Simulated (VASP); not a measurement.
# MgO (P6_3/mmc) in VASP: further runs, part 2 of 2

VASP 6.6.1.

## Step 3: Single point, PBE

This run uses another cell than the first one, of 9.70 Å³/atom, 1.170 times its volume.

INCAR

```
SYSTEM = MgO
PREC     = Accurate       ! precision mode
ENCUT    = 520            ! plane-wave cutoff, eV
EDIFF    = 1E-7           ! SCF threshold, eV
ISMEAR   = 0              ! smearing method
SIGMA    = 0.1            ! smearing width, eV
LREAL    = .False.        ! projectors in reciprocal space
LASPH    = .True.         ! aspherical terms in the spheres
NELM     = 80             ! most SCF steps
ALGO     = Normal         ! electronic algorithm
ISIF     = 2              ! what is computed and relaxed
LWAVE    = .False.        ! write WAVECAR
LCHARG   = .False.        ! write CHGCAR
GGA      = PE             ! functional
NBANDS   = 26             ! bands
```

KPOINTS

```
Automatic mesh
0
Gamma
  6 6 2
  0 0 0
```

POSCAR

```
MgO
1.0
    2.9816357550      0.0000000032      0.0000000000
   -1.4908178802      2.5821723071      0.0000000000
    0.0000000000      0.0000000000     10.0787058365
Mg O
4 4
Direct
    0.6666666667      0.3333333333      0.8780485660
    0.3333333333      0.6666666667      0.1219514340
    0.3333333333      0.6666666667      0.3780485660
    0.6666666667      0.3333333333      0.6219514340
    0.0000000000      0.0000000000      0.0000000000
    0.0000000000      0.0000000000      0.5000000000
    0.6666666667      0.3333333333      0.2500000000
    0.3333333333      0.6666666667      0.7500000000
```

Potentials or basis: VASP PAW PBE potentials, release 64 (Mg, O).

Run with:

```sh
$ cat potpaw_PBE.64/Mg/POTCAR potpaw_PBE.64/O/POTCAR > POTCAR
$ mpirun -np 1 vasp_std > vasp.out
```

OUTCAR:

```text
SYSTEM = MgO
   PREC = Accurate
   ENCUT = 520
   EDIFF = 1E-7
   ISMEAR = 0
   LREAL = .False.
   LASPH = .True.
   NELM = 80
   ISIF = 2
   GGA = PE

 ion  position               nearest neighbor table
   1  0.667  0.333  0.878-   5 2.12   5 2.12   5 2.12   8 2.15   8 2.15   8 2.15   4 2.58   2 3.00
                             2 3.00   2 3.00
   2  0.333  0.667  0.122-   5 2.12   5 2.12   5 2.12   7 2.15   7 2.15   7 2.15   3 2.58   1 3.00
                             1 3.00   1 3.00
   3  0.333  0.667  0.378-   6 2.12   6 2.12   6 2.12   7 2.15   7 2.15   7 2.15   2 2.58   4 3.00
                             4 3.00   4 3.00
   4  0.667  0.333  0.622-   6 2.12   6 2.12   6 2.12   8 2.15   8 2.15   8 2.15   1 2.58   3 3.00
                             3 3.00   3 3.00
   5  0.000  0.000  0.000-   1 2.12   2 2.12   2 2.12   1 2.12   1 2.12   2 2.12
   6  0.000  0.000  0.500-   3 2.12   4 2.12   3 2.12   4 2.12   4 2.12   3 2.12
   7  0.667  0.333  0.250-   2 2.15   3 2.15   2 2.15   3 2.15   2 2.15   3 2.15
   8  0.333  0.667  0.750-   1 2.15   4 2.15   1 2.15   4 2.15   1 2.15   4 2.15

  LATTYP: Found a hexagonal cell.
 ALAT       =     2.9816357550
 C/A-ratio  =     3.3802605900

  Lattice vectors:

 A1 = (   2.9816357550,   0.0000000032,   0.0000000000)
 A2 = (  -1.4908178802,   2.5821723071,   0.0000000000)
 A3 = (   0.0000000000,   0.0000000000,  10.0787058365)

Analysis of symmetry for initial positions (statically):
=====================================================================
 Subroutine PRICEL returns:
 Original cell was already a primitive cell.

 Routine SETGRP: Setting up the symmetry group for a
 hexagonal supercell.

 Subroutine GETGRP returns: Found 24 space group operations
 (whereof 12 operations were pure point group operations)
 out of a pool of 24 trial point group operations.

The static configuration has the point symmetry D_3d.
 The point group associated with its full space group is D_6h.

Analysis of symmetry for dynamics (positions and initial velocities):
[... 138 lines left out ...]
   GGA     = PE    functional components
   LHFCALC =     F    Hartree Fock is set to
   AEXX    =    0.0000 exact exchange contribution
   IVDW    =     0    specifies the selected vdW correction
   LEPSILON=     F    determine dielectric tensor
   LRPA    =     F    only Hartree local field effects (RPA)
 non-spin polarized calculation
 Gauss-broadening in eV      SIGMA  =   0.10
  energy-cutoff  :      520.00
  volume of cell :       77.60
 maximum number of plane-waves:      2126
 NGX is ok and might be reduce to    24
   NGX = 11   NGY = 11   NGZ = 37

 number of electron      32.0000005 magnetization

 Free energy of the ion-electron system (eV)
  ---------------------------------------------------
  ext. energy  EPLUGINS =         0.00000000
  ---------------------------------------------------
  free energy    TOTEN  =       -47.03746257 eV

  energy without entropy =      -47.03746257  energy(sigma->0) =      -47.03746257

 E-fermi :   3.6158     XC(G=0): -10.8934

 val. band max:        3.1127473954   @ k =   0.0000   0.0000   0.0000
 cond. band min:       7.2631558922   @ k =   0.0000   0.0000   0.0000
 fundamental gap:      4.1504084968
 Fermi energy:         3.6157766500

 k-point     1 :       0.0000    0.0000    0.0000
  band No.  band energies     occupation
      1     -14.2260      2.00000
      2     -13.9173      2.00000
      3     -13.3921      2.00000
      4     -12.9976      2.00000
      5      -1.6640      2.00000
      6       0.0127      2.00000
[... 395 lines left out ...]
     25      14.8998      0.00000
     26      14.8998      0.00000

------------------------ aborting loop because EDIFF is reached ----------------------------------------

  FORCE on cell =-STRESS in cart. coord.  units (eV):
  Direction    XX          YY          ZZ          XY          YZ          ZX
  --------------------------------------------------------------------------------------
  -------------------------------------------------------------------------------------
  Total       -0.3056557     -0.3056557     -0.3412647     -0.0000000      0.0000000      0.0000000
  in kB       -6.3110043     -6.3110043     -7.0462384     -0.0000000      0.0000000      0.0000000
  external PRESSURE =      -6.5560823 kB  Pullay stress =       0.0000000 kB

 VOLUME and BASIS-vectors are now :
 -----------------------------------------------------------------------------
  energy-cutoff  :      520.00
  volume of cell :       77.60
      direct lattice vectors                 reciprocal lattice vectors
     2.981635755  0.000000003  0.000000000     0.335386372  0.193635413  0.000000000
    -1.490817880  2.582172307  0.000000000    -0.000000000  0.387270825  0.000000000
     0.000000000  0.000000000 10.078705836     0.000000000  0.000000000  0.099219088

 POSITION                                       TOTAL-FORCE (eV/Angst)
 -----------------------------------------------------------------------------------
      1.49082      0.86072      8.84959        -0.000000     -0.000000      0.003566
     -0.00000      1.72145      1.22911        -0.000000      0.000000     -0.003566
     -0.00000      1.72145      3.81024        -0.000000      0.000000      0.003566
      1.49082      0.86072      6.26847        -0.000000     -0.000000     -0.003566
      0.00000      0.00000      0.00000        -0.000000     -0.000000      0.000000
      0.00000      0.00000      5.03935        -0.000000     -0.000000      0.000000
      1.49082      0.86072      2.51968         0.000000      0.000000     -0.000000
     -0.00000      1.72145      7.55903        -0.000000     -0.000000     -0.000000
 -----------------------------------------------------------------------------------
    total drift:                               -0.000000      0.000000     -0.000000

  FREE ENERGIE OF THE ION-ELECTRON SYSTEM (eV)
  ---------------------------------------------------
  free  energy   TOTEN  =       -47.0374625731 eV

  energy  without entropy=      -47.0374625731  energy(sigma->0) =      -47.03746257
```

stdout:

```text
POSCAR found type information on POSCAR MgO
 POSCAR found :  2 types and       8 ions
 scaLAPACK will be used
 LDA part: xc-table for (Slater+PW92), standard interpolation
 POSCAR, INCAR and KPOINTS ok, starting setup
 FFT: planning ... GRIDC
 FFT: planning ... GRID_SOFT
 FFT: planning ... GRID
 WAVECAR not read
 entering main loop
```

Wall time 19 s (1 thread of Intel Xeon 6975P-C (Granite Rapids), shared host); peak memory 0.19 GiB.

Results:

- Free energy: -47.0375 eV
- Pressure: -0.7 GPa
- Largest force: 0.004 eV/Å
- Band gap on the k mesh: 4.15 eV, direct

Forces on the atoms (eV/Å):
```
Mg   0.000  0.000  0.004
Mg   0.000  0.000 -0.004
Mg   0.000  0.000  0.004
Mg   0.000  0.000 -0.004
O    0.000  0.000  0.000
O    0.000  0.000  0.000
O    0.000  0.000  0.000
O    0.000  0.000  0.000
```

Levels at points of the mesh, in eV from the valence-band top:
```tsv
k point	band 12	band 13	band 14	band 15	band 16	band 17	band 18	band 19	band 20	band 21
(0.00, 0.00, 0.00)	-0.37	-0.12	-0.12	0.00	0.00	4.15	6.44	6.68	7.68	11.65
(0.50, 0.00, 0.00)	-1.48	-1.38	-1.01	-0.80	-0.66	7.48	8.47	9.28	9.46	9.77
(0.00, 0.00, 0.50)	-0.76	-0.05	-0.05	-0.05	-0.05	5.06	5.06	7.48	7.48	11.54
(0.50, 0.00, 0.50)	-1.44	-1.37	-1.37	-0.72	-0.72	8.05	8.05	9.47	9.47	9.71
```
